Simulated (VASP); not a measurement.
# GaP (F-43m) in VASP: settings compared, part 3 of 3

VASP 6.6.1. Earlier steps stand in the parts before.

## 5. Single point, PBE, non-collinear spin, zero start, spin-orbit coupling

The input, INCAR:

```
  PREC = Accurate
  ENCUT = 520
  EDIFF = 1E-7
  ISMEAR = -1
  SIGMA = 0.05
  LREAL = F
  LASPH = T
  NELM = 150
  ALGO = Normal
  ISIF = 2
  LWAVE = F
  LCHARG = F
  MAGMOM = 0 0 0 0 0 0
  LORBIT = 11
  LSORBIT = T
  GGA_COMPAT = F
  LORBMOM = T
  GGA = PE
  NBANDS = 30
```

The input, KPOINTS:

```
regular mesh
0
Gamma
  6 6 6
```

The input, POSCAR:

```
GaP
1.0
    0.0000000000      2.7252500000      2.7252500000
    2.7252500000      0.0000000000      2.7252500000
    2.7252500000      2.7252500000      0.0000000000
Ga P
1 1
Direct
    0.0000000000      0.0000000000      0.0000000000
    0.7500000000      0.7500000000      0.7500000000
```

Potentials or basis: VASP PAW PBE potentials, release 64 (Ga_d, P).

The run is started by

```console
$ cat potpaw_PBE.64/Ga_d/POTCAR potpaw_PBE.64/P/POTCAR > POTCAR
$ mpirun -np 1 vasp_ncl > vasp.out
```

OUTCAR:

```text
PREC = Accurate
   ENCUT = 520
   EDIFF = 1E-7
   ISMEAR = -1
   LREAL = F
   LASPH = T
   NELM = 150
   ISIF = 2
   LORBIT = 11
   LSORBIT = T
   GGA = PE

 ion  position               nearest neighbor table
   1  0.000  0.000  0.000-   2 2.36   2 2.36   2 2.36   2 2.36
   2  0.750  0.750  0.750-   1 2.36   1 2.36   1 2.36   1 2.36

  LATTYP: Found a face centered cubic cell.
 ALAT       =     5.4505000000

  Lattice vectors:

 A1 = (   0.0000000000,   2.7252500000,   2.7252500000)
 A2 = (   2.7252500000,   0.0000000000,   2.7252500000)
 A3 = (   2.7252500000,   2.7252500000,   0.0000000000)

Analysis of symmetry for initial positions (statically):
[... 5 lines left out ...]
 face centered cubic supercell.

 Subroutine GETGRP returns: Found 24 space group operations
 (whereof 24 operations were pure point group operations)
 out of a pool of 48 trial point group operations.

The static configuration has the point symmetry T_d .

Analysis of symmetry for dynamics (positions and initial velocities):
[... 5 lines left out ...]
 face centered cubic supercell.

 Subroutine GETGRP returns: Found 24 space group operations
 (whereof 24 operations were pure point group operations)
 out of a pool of 48 trial point group operations.

The dynamic configuration has the point symmetry T_d .

Analysis of structural, dynamic, and magnetic symmetry:
=====================================================================
 Subroutine PRICEL returns:
 Original cell was already a primitive cell.

 Routine SETGRP: Setting up the symmetry group for a
 face centered cubic supercell.

 Subroutine GETGRP returns: Found 24 space group operations
 (whereof 24 operations were pure point group operations)
 out of a pool of 48 trial point group operations.

The overall configuration has the point symmetry T_d .

 Subroutine INISYM returns: Found 24 space group operations
[... 915 lines left out ...]
 ----------------------------------------
  1        -0.000  -0.000  -0.000
  2        -0.000   0.000  -0.000
 ----------------------------------------
           -0.000  -0.000  -0.000

 orbital moment (y)

 # of ion     p       d       tot
 ----------------------------------------
  1        -0.000  -0.000  -0.000
  2         0.000   0.000   0.000
 ----------------------------------------
            0.000  -0.000   0.000

 orbital moment (z)

 # of ion     p       d       tot
 ----------------------------------------
  1        -0.000  -0.000  -0.000
  2         0.000   0.000   0.000
 ----------------------------------------
           -0.000  -0.000  -0.000

 Spin-Orbit-Coupling matrix elements

 Ion:    1  E_soc:     -0.0117244
 l=   1
     0.0000000    -0.0011012    -0.0011012
    -0.0011012     0.0000000    -0.0011012
    -0.0011012    -0.0011012     0.0000000
 l=   2
     0.0000000    -0.0001739     0.0000000    -0.0001739    -0.0006789
    -0.0001739     0.0000000    -0.0005092    -0.0001739    -0.0001697
     0.0000000    -0.0005092     0.0000000    -0.0005092     0.0000000
    -0.0001739    -0.0001739    -0.0005092     0.0000000    -0.0001697
    -0.0006789    -0.0001697     0.0000000    -0.0001697     0.0000000
 l=   3
     0.0000000     0.0000000     0.0000000     0.0000000     0.0000000     0.0000000     0.0000000
     0.0000000     0.0000000     0.0000000     0.0000000     0.0000000     0.0000000     0.0000000
     0.0000000     0.0000000     0.0000000     0.0000000     0.0000000     0.0000000     0.0000000
     0.0000000     0.0000000     0.0000000     0.0000000     0.0000000     0.0000000     0.0000000
     0.0000000     0.0000000     0.0000000     0.0000000     0.0000000     0.0000000     0.0000000
     0.0000000     0.0000000     0.0000000     0.0000000     0.0000000     0.0000000     0.0000000
     0.0000000     0.0000000     0.0000000     0.0000000     0.0000000     0.0000000     0.0000000

 Ion:    2  E_soc:     -0.0008822
 l=   1
     0.0000000    -0.0001470    -0.0001470
    -0.0001470     0.0000000    -0.0001470
    -0.0001470    -0.0001470     0.0000000
 l=   2
     0.0000000     0.0000000     0.0000000     0.0000000     0.0000000
     0.0000000     0.0000000     0.0000000     0.0000000     0.0000000
     0.0000000     0.0000000     0.0000000     0.0000000     0.0000000
     0.0000000     0.0000000     0.0000000     0.0000000     0.0000000
     0.0000000     0.0000000     0.0000000     0.0000000     0.0000000
 l=   3
     0.0000000     0.0000000     0.0000000     0.0000000     0.0000000     0.0000000     0.0000000
     0.0000000     0.0000000     0.0000000     0.0000000     0.0000000     0.0000000     0.0000000
     0.0000000     0.0000000     0.0000000     0.0000000     0.0000000     0.0000000     0.0000000
     0.0000000     0.0000000     0.0000000     0.0000000     0.0000000     0.0000000     0.0000000
     0.0000000     0.0000000     0.0000000     0.0000000     0.0000000     0.0000000     0.0000000
     0.0000000     0.0000000     0.0000000     0.0000000     0.0000000     0.0000000     0.0000000
     0.0000000     0.0000000     0.0000000     0.0000000     0.0000000     0.0000000     0.0000000

 total charge

# of ion       s       p       d       tot
------------------------------------------
    1        0.859   0.850  10.013  11.722
    2        1.019   1.528   0.000   2.547
--------------------------------------------------
tot          1.878   2.378  10.013  14.269

 magnetization (x)

# of ion       s       p       d       tot
------------------------------------------
    1        0.000   0.000   0.000   0.000
    2        0.000   0.000   0.000   0.000
--------------------------------------------------
tot          0.000   0.000   0.000   0.000

 magnetization (y)

# of ion       s       p       d       tot
------------------------------------------
    1        0.000   0.000   0.000   0.000
    2        0.000   0.000   0.000   0.000
--------------------------------------------------
tot          0.000   0.000   0.000   0.000

 magnetization (z)

# of ion       s       p       d       tot
------------------------------------------
    1       -0.000   0.000  -0.000   0.000
    2        0.000   0.000   0.000   0.000
--------------------------------------------------
tot          0.000   0.000  -0.000   0.000
```

OSZICAR:

```text
N       E                     dE             d eps       ncg     rms          rms(c)
DAV:   1     0.132249545176E+03    0.13225E+03   -0.83812E+03  1448   0.174E+03
DAV:   2     0.860448409690E+01   -0.12365E+03   -0.11654E+03  1376   0.451E+02
DAV:   3    -0.870987215104E+01   -0.17314E+02   -0.17048E+02  1582   0.119E+02
DAV:   4    -0.936680952704E+01   -0.65694E+00   -0.65543E+00  1634   0.244E+01
DAV:   5    -0.938095625557E+01   -0.14147E-01   -0.14144E-01  1628   0.344E+00    0.428E+00
DAV:   6    -0.913255057667E+01    0.24841E+00   -0.32702E-01  1990   0.113E+01    0.261E+00
DAV:   7    -0.910764451831E+01    0.24906E-01   -0.15537E-01  1522   0.272E+00    0.120E+00
DAV:   8    -0.910860889418E+01   -0.96438E-03   -0.25074E-02  1694   0.262E+00    0.240E-01
DAV:   9    -0.910839920056E+01    0.20969E-03   -0.30193E-03  1892   0.118E+00    0.136E-01
DAV:  10    -0.910851573355E+01   -0.11653E-03   -0.46108E-04  1928   0.237E-01    0.344E-02
DAV:  11    -0.910859719198E+01   -0.81458E-04   -0.12201E-04  1534   0.159E-01    0.143E-02
DAV:  12    -0.910861489118E+01   -0.17699E-04   -0.35919E-05  1504   0.491E-02    0.914E-03
DAV:  13    -0.910861504781E+01   -0.15663E-06   -0.14081E-06  1776   0.104E-02    0.664E-03
DAV:  14    -0.910861517351E+01   -0.12570E-06   -0.12046E-06  1546   0.196E-02    0.103E-03
DAV:  15    -0.910861523708E+01   -0.63563E-07   -0.17054E-07  1420   0.526E-03
   1 F= -.91086152E+01 E0= -.91086152E+01  d E =-.554321E-08  mag=    -0.0000    -0.0000    -0.0000
```

stdout:

```text
POSCAR found type information on POSCAR GaP
 POSCAR found :  2 types and       2 ions
 scaLAPACK will be used
 LDA part: xc-table for (Slater+PW92), standard interpolation
 POSCAR, INCAR and KPOINTS ok, starting setup
 FFT: planning ... GRIDC
 FFT: planning ... GRID_SOFT
 FFT: planning ... GRID
 WAVECAR not read
 entering main loop
```

Wall time 3.5 min (1 thread of AMD EPYC 7R13, shared host); peak memory 0.25 GiB.

What came out:

```
Free energy                                           : -9.1086 eV
Pressure                                              : 2.5 GPa
Net moment                                            : 0.00 μB per cell
Valence electrons inside the program's atomic spheres : Ga 11.72; P 2.55
```

Moments on the atoms (μB; x, y, z):
```
Ga  0.00 0.00 0.00
P   0.00 0.00 0.00
```

## 6. Overview

```tsv
level	spin	k mesh	smearing	gap on the mesh (eV)	pressure (GPa)
PBE	off	3 × 3 × 3	fermi-dirac 0.06 eV	1.69	4.1
PBEsol	off	8 × 8 × 8	gaussian 0.05 eV	1.52	-0.6
BLYP	off	8 × 8 × 8	fermi-dirac 0.05 eV	1.68	6.5
PBE	non-collinear, zero start, SOC	6 × 6 × 6	fermi-dirac 0.05 eV	-	2.5
```

Alike in all rows: task single point; potentials or basis VASP PAW PBE potentials, release 64 (Ga_d, P); cell as given; cutoff (eV) 520.

Caveats: some runs use coarse meshes; the PAW data sets were made with another functional, which shifts forces and pressure a little (some runs).

Total energies depend on the potentials used, so only differences within one code and one set of settings carry meaning.

## 7. Against experiment

Step 3. Measured gap of GaP: 2.34 eV (indirect; 10 K; quoted in “Stacking defects in GaP nanowires: Electronic structure and optical properties”, 2018, arxiv:1810.01194). This calculation gives 1.52 eV (-0.82 eV). Spin-orbit coupling on Ga is left out. The value is that of PBEsol on a finite k mesh, which can miss the band edges, without temperature or zero-point motion. Semilocal functionals fall short of measured gaps as a rule.
